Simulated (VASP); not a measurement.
CdS (Hawleyite), 2 atoms in the cell. The typed cell holds 2 atoms: a = 4.267 Å, b = 4.272 Å, c = 4.268 Å, α = 59.97°, β = 60.09°, γ = 59.99°.  This cell differs from its parent crystal: the cell strained at random.

* Program: VASP 6.6.1
* Task: single point
* Functional: BLYP
* Potentials or basis: VASP PAW PBE potentials, release 64 (Cd, S)
* Cutoff: 520 eV
* k mesh: 8 × 8 × 8
* Occupations: fermi-dirac, width 0.025 eV
* Spin: collinear spin, ferromagnetic start
* Starting moments: [0.5, 0.0] μB
* Dipole correction: no
* Further INCAR settings: ALGO = Normal; EDIFF = 1e-07; NBANDS = 20

Potentials or basis: VASP PAW PBE potentials, release 64 (Cd, S).

Command:

```sh
$ cat potpaw_PBE.64/Cd/POTCAR potpaw_PBE.64/S/POTCAR > POTCAR
$ mpirun -np 1 vasp_std > vasp.out
```

Hardware: 1 thread of Intel(R) Xeon(R) Platinum 8259CL CPU @ 2.50GHz (Skylake/Cascade Lake), with other jobs on the host.

Problem. Estimate the wall time of this run.

Solution. It took 7.4 min on 1 thread of Intel(R) Xeon(R) Platinum 8259CL CPU @ 2.50GHz (Skylake/Cascade Lake), with other jobs on the host, peak memory 0.52 GiB. Counts: scf iterations 14, k points 260.
